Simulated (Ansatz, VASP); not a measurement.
**One calculation of In4Sb, two programs**

File INCAR:

```
PREC = Accurate
ENCUT = 520
EDIFF = 1E-7
ISMEAR = 0
SIGMA = 0.1
LREAL = False
LASPH = True
NELM = 100
ALGO = Fast
ISIF = 2
LWAVE = False
LCHARG = False
GGA = PE
NBANDS = 36
```

KPOINTS

```
regular mesh
0
Gamma
  4 4 4
```

The input POSCAR:

```
In4Sb
1.0
    4.0828648900     -4.2587552500      0.0000000000
    4.0828648900      4.2587552500      0.0000000000
    0.0000000000      0.0000000000      3.8488038400
In Sb
4 1
Direct
    0.1741673900      0.1741673900      0.5000000000
    0.8258326100      0.8258326100      0.5000000000
    0.0000000000      0.5000000000      0.0000000000
    0.5000000000      0.0000000000      0.0000000000
    0.5000000000      0.5000000000      0.0000000000
```

Input for Ansatz:

```yaml
crystal:
  lattice:
    - [4.08286489, -4.25875525, 0.0]
    - [4.08286489, 4.25875525, 0.0]
    - [0.0, 0.0, 3.84880384]
  atoms:
    - { symbol: In, position: [0.17416739, 0.17416739, 0.5] }
    - { symbol: In, position: [0.82583261, 0.82583261, 0.5] }
    - { symbol: In, position: [0.0, 0.5, 0.0] }
    - { symbol: In, position: [0.5, 0.0, 0.0] }
    - { symbol: Sb, position: [0.5, 0.5, 0.0] }
basis:
  ecutwfc: 420
kpoints:
  mp_grid: { grid: [4, 4, 4] }
hamiltonian:
  xc: pbe
scf:
  occupations: { method: gaussian, width: 0.1 }
  lower_state_search: "off"
output:
  forces: true
  stress: true
  eigenvalues: true
```

Alike in both runs: task single point; functional PBE; k mesh 4 × 4 × 4; occupations gaussian, width 0.1 eV; no spin polarisation.

|  | VASP | Ansatz |
| --- | --- | --- |
| version | VASP 6.6.1 | Ansatz 0.2.0 |
| potentials or method | VASP PAW PBE potentials, release 64 (In_d, Sb), cutoff 520 eV | scalar-relativistic, plane waves, PAW |
| valence electrons in the cell | 57 | 67 |

```tsv
	VASP	Ansatz	Ansatz less VASP
gap on the k mesh at the Fermi level (eV)	none	none	-
pressure (GPa)	7.2	7.2	-0.03
traceless stress, the component that is largest in VASP (GPa)	-1.27	-1.27	-0.001
rms of the force components (eV/Å)	0.011	0.011	-0.0004
```

Atom by atom the forces differ by 0.000 eV/Å (rms over components). A gap of «none» marks a metal or a gap that the smearing closes. With one functional, cell and mesh, what is left measures potentials, basis and numerics. VASP's potentials hold 57 valence electrons a cell and Ansatz's 67, so a difference there can come from the potentials and not from the codes.

The k mesh is coarse, so the values compare programs but aren't converged. Neither program's run includes spin-orbit coupling.
